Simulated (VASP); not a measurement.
# Cr in VASP: single point with PBE

Aim: the single point of Cr with PBE.

Program: VASP 6.6.1. These are calculated values, not measurements. Logs are shortened: lines on timing, memory, paths and dates and some standing lists are left out, and cuts for length are marked.

**1. The cell of the first run**

The cell holds a slab with vacuum, 3 atoms: a = 2.849 Å, b = 2.849 Å, c = 15.849 Å, α = 90.00°, β = 90.00°, γ = 90.00°.

**2. Single point, PBE, collinear spin, ferromagnetic start**

Contents of INCAR:

```
SYSTEM = Cr
ALGO = Normal
DIPOL = 0.5 0.5 0.500
EDIFF = 1E-7
ENCUT = 520
GGA = PE
IDIPOL = 3
ISIF = 2
ISMEAR = -1
ISPIN = 2
LASPH = .True.
LCHARG = .True.
LDIPOL = .True.
LELF = .True.
LMAXMIX = 4
LORBIT = 11
LREAL = .False.
LVACPOTAV = .True.
LVHAR = .True.
LWAVE = .False.
MAGMOM = 2 2 2
NBANDS = 29
NELM = 150
PREC = Accurate
SIGMA = 0.1
```

Contents of KPOINTS:

```
k-points
0
Gamma
  14 14 1
  0 0 0
```

Contents of POSCAR:

```
Cr
1.0
    2.8486260734      0.0000000000      0.0000000000
    0.0000000000      2.8486260734      0.0000000000
    0.0000000000      0.0000000000     15.8486000000
Cr
3
Direct
    0.0000000000      0.0000000000      0.4074258898
    0.5000000000      0.5000000000      0.4999999978
    0.0000000000      0.0000000000      0.5925741125
```

Potentials or basis: VASP PAW PBE potentials, release 64 (Cr_pv).

On the command line:

```sh
> cat potpaw_PBE.64/Cr_pv/POTCAR > POTCAR
> mpirun -np 1 vasp_std > vasp.out
```

OUTCAR:

```text
SYSTEM = Cr
   EDIFF = 1E-7
   ENCUT = 520
   GGA = PE
   ISIF = 2
   ISMEAR = -1
   ISPIN = 2
   LASPH = .True.
   LORBIT = 11
   LREAL = .False.
   NELM = 150
   PREC = Accurate

 ion  position               nearest neighbor table
   1  0.000  0.000  0.407-   2 2.49   2 2.49   2 2.49   2 2.49   3 2.93
   2  0.500  0.500  0.500-   1 2.49   1 2.49   1 2.49   1 2.49   3 2.49   3 2.49   3 2.49   3 2.49

   3  0.000  0.000  0.593-   2 2.49   2 2.49   2 2.49   2 2.49   1 2.93

  LATTYP: Found a simple tetragonal cell.
 ALAT       =     2.8486260734
 C/A-ratio  =     5.5635943755

  Lattice vectors:

 A1 = (   2.8486260734,   0.0000000000,   0.0000000000)
 A2 = (   0.0000000000,   2.8486260734,   0.0000000000)
 A3 = (   0.0000000000,   0.0000000000,  15.8486000000)

Analysis of symmetry for initial positions (statically):
=====================================================================
 Subroutine PRICEL returns:
 Original cell was already a primitive cell.

 Routine SETGRP: Setting up the symmetry group for a
 simple tetragonal supercell.

 Subroutine GETGRP returns: Found 16 space group operations
 (whereof 16 operations were pure point group operations)
 out of a pool of 16 trial point group operations.

The static configuration has the point symmetry D_4h.

Analysis of symmetry for dynamics (positions and initial velocities):
=====================================================================
 Subroutine PRICEL returns:
 Original cell was already a primitive cell.

 Routine SETGRP: Setting up the symmetry group for a
 simple tetragonal supercell.

 Subroutine GETGRP returns: Found 16 space group operations
 (whereof 16 operations were pure point group operations)
 out of a pool of 16 trial point group operations.

The dynamic configuration has the point symmetry D_4h.

Analysis of structural, dynamic, and magnetic symmetry:
=====================================================================
 Subroutine PRICEL returns:
 Original cell was already a primitive cell.

 Routine SETGRP: Setting up the symmetry group for a
 simple tetragonal supercell.

 Subroutine GETGRP returns: Found 16 space group operations
 (whereof 16 operations were pure point group operations)
 out of a pool of 16 trial point group operations.

The overall configuration has the point symmetry D_4h.

 Subroutine INISYM returns: Found 16 space group operations
 (whereof 16 operations are pure point group operations),
 and found     1 'primitive' translations

----------------------------------------------------------------------------------------

[... 125 lines left out ...]
 spin polarized calculation
  energy-cutoff  :      520.00
  volume of cell :      128.61
 maximum number of plane-waves:      3491
 NGX is ok and might be reduce to    24
   NGX = 11   NGY = 11   NGZ = 59

 dipolmoment           0.000000      0.000000      0.000000 electrons x Angstroem

 number of electron      35.9999989 magnetization       4.4764879

 dipolmoment           0.000000      0.000000     -0.000000 electrons x Angstroem

 Free energy of the ion-electron system (eV)
  ---------------------------------------------------
  ext. energy  EPLUGINS =         0.00000000
  ---------------------------------------------------
  free energy    TOTEN  =       -25.44009010 eV

  energy without entropy =      -25.33741026  energy(sigma->0) =      -25.38875018

 E-fermi :   0.3812     XC(G=0):  -5.1406

 val. band max:        0.3805851386   @ k =   0.5000   0.5000   0.0000
 cond. band min:       0.3829684483   @ k =   0.0000   0.0000   0.0000
 fundamental gap:      0.0023833097
 Fermi energy:         0.3811715335

 spin component 1

 k-point     1 :       0.0000    0.0000    0.0000
  band No.  band energies     occupation
      1     -43.5799      1.00000
      2     -43.5386      1.00000
      3     -43.3538      1.00000
      4     -43.3538      1.00000
      5     -43.3312      1.00000
      6     -43.3312      1.00000
[... 757 lines left out ...]
     28       5.8554      0.00000
     29       6.3822      0.00000

 [... further k-points ...]

 spin component 2

 k-point     1 :       0.0000    0.0000    0.0000
  band No.  band energies     occupation
      1     -43.2568      1.00000
      2     -43.2355      1.00000
      3     -43.2355      1.00000
      4     -40.5463      1.00000
      5     -40.4799      1.00000
      6     -40.4799      1.00000
[... 757 lines left out ...]
     28       6.7140      0.00000
     29       6.8396      0.00000

 [... further k-points ...]

------------------------ aborting loop because EDIFF is reached ----------------------------------------

  FORCE on cell =-STRESS in cart. coord.  units (eV):
  Direction    XX          YY          ZZ          XY          YZ          ZX
  --------------------------------------------------------------------------------------
  -------------------------------------------------------------------------------------
  Total        0.3425325      0.3425325      0.0604965      0.0000000      0.0000000      0.0000000
  in kB        4.2672749      4.2672749      0.7536657      0.0000000      0.0000000      0.0000000
  external PRESSURE =       3.0960718 kB  Pullay stress =       0.0000000 kB

 VOLUME and BASIS-vectors are now :
 -----------------------------------------------------------------------------
  energy-cutoff  :      520.00
  volume of cell :      128.61
      direct lattice vectors                 reciprocal lattice vectors
     2.848626073  0.000000000  0.000000000     0.351046425  0.000000000  0.000000000
     0.000000000  2.848626073  0.000000000     0.000000000  0.351046425  0.000000000
     0.000000000  0.000000000 15.848600000     0.000000000  0.000000000  0.063097056

 POSITION                                       TOTAL-FORCE (eV/Angst)
 -----------------------------------------------------------------------------------
      0.00000      0.00000      6.45713         0.000000     -0.000000     -0.028417
      1.42431      1.42431      7.92430         0.000000     -0.000000      0.000000
      0.00000      0.00000      9.39147        -0.000000      0.000000      0.028417
 -----------------------------------------------------------------------------------
    total drift:                                0.000000      0.000000      0.000004

  FREE ENERGIE OF THE ION-ELECTRON SYSTEM (eV)
  ---------------------------------------------------
  free  energy   TOTEN  =       -25.4400901042 eV

  energy  without entropy=      -25.3374102554  energy(sigma->0) =      -25.38875018

 vacuum level on the upper side and lower side of the slab         4.218         4.218

 total charge

# of ion       s       p       d       tot
------------------------------------------
    1        0.385   6.204   4.151  10.740
    2        0.429   6.361   4.216  11.006
    3        0.385   6.204   4.151  10.740
--------------------------------------------------
tot          1.199  18.769  12.518  32.486

 magnetization (x)

# of ion       s       p       d       tot
------------------------------------------
    1        0.043   0.026   2.858   2.927
    2       -0.030  -0.034  -1.911  -1.975
    3        0.043   0.026   2.858   2.927
--------------------------------------------------
tot          0.056   0.017   3.805   3.878
```

OSZICAR:

```text
N       E                     dE             d eps       ncg     rms          rms(c)
DAV:   1     0.347851971197E+03    0.34785E+03   -0.21920E+04  5272   0.117E+03
DAV:   2    -0.183963157568E+02   -0.36625E+03   -0.35307E+03  4316   0.364E+02
DAV:   3    -0.291379880599E+02   -0.10742E+02   -0.10524E+02  4704   0.819E+01
[... 22 lines left out ...]
DAV:  26    -0.254400870011E+02   -0.60701E-04   -0.70572E-06  3789   0.564E-03    0.166E-03
DAV:  27    -0.254400879769E+02   -0.97573E-06   -0.10906E-07  4016   0.126E-03    0.126E-03
DAV:  28    -0.254400889449E+02   -0.96804E-06   -0.39045E-08  3280   0.108E-03    0.936E-04
DAV:  29    -0.254400900655E+02   -0.11206E-05   -0.82129E-08  3364   0.120E-03    0.395E-04
DAV:  30    -0.254400901042E+02   -0.38749E-07   -0.12863E-08  3035   0.541E-04
   1 F= -.25440090E+02 E0= -.25388750E+02  d E =-.102680E+00  mag=     4.4765
```

Run time: 7.8 min. Hardware: 1 thread of AMD EPYC 7R13 (Zen 3), shared host; peak memory 0.36 GiB.

What came out:

| Quantity | Value |
| --- | --- |
| Free energy | -25.4401 eV |
| Largest force | 0.028 eV/Å |
| Net moment | 4.48 μB per cell |
| Site moments | Cr +2.93, -1.98 (each value once) μB |
| Valence electrons inside the program's atomic spheres | Cr 10.74, 11.01 (each value once) |

Forces on the atoms (eV/Å):
```
Cr   0.000  0.000 -0.028
Cr   0.000  0.000  0.000
Cr   0.000  0.000  0.028
```

Levels at points of the mesh, in eV from the Fermi level:
Spin up:
| k point | band 19 | band 20 | band 21 | band 22 | band 23 | band 24 |
| --- | --- | --- | --- | --- | --- | --- |
| (0.00, 0.00, 0.00) | -0.69 | -0.69 | -0.33 | 0.12 | 0.52 | 1.98 |
| (0.50, 0.00, 0.00) | -0.24 | -0.19 | 0.74 | 0.76 | 0.93 | 1.90 |
| (0.50, 0.50, 0.00) | 0.57 | 0.72 | 0.82 | 0.85 | 2.38 | 2.71 |
Spin down:
| k point | band 13 | band 14 | band 15 | band 16 | band 17 | band 18 | band 19 | band 20 |
| --- | --- | --- | --- | --- | --- | --- | --- | --- |
| (0.00, 0.00, 0.00) | -3.20 | -0.72 | -0.72 | -0.30 | 0.00 | 0.74 | 0.96 | 1.20 |
| (0.50, 0.00, 0.00) | -1.54 | -1.42 | -1.12 | 0.38 | 0.70 | 1.05 | 1.42 | 1.63 |
| (0.50, 0.50, 0.00) | -2.34 | -0.84 | -0.43 | -0.43 | 1.01 | 1.46 | 2.15 | 2.15 |
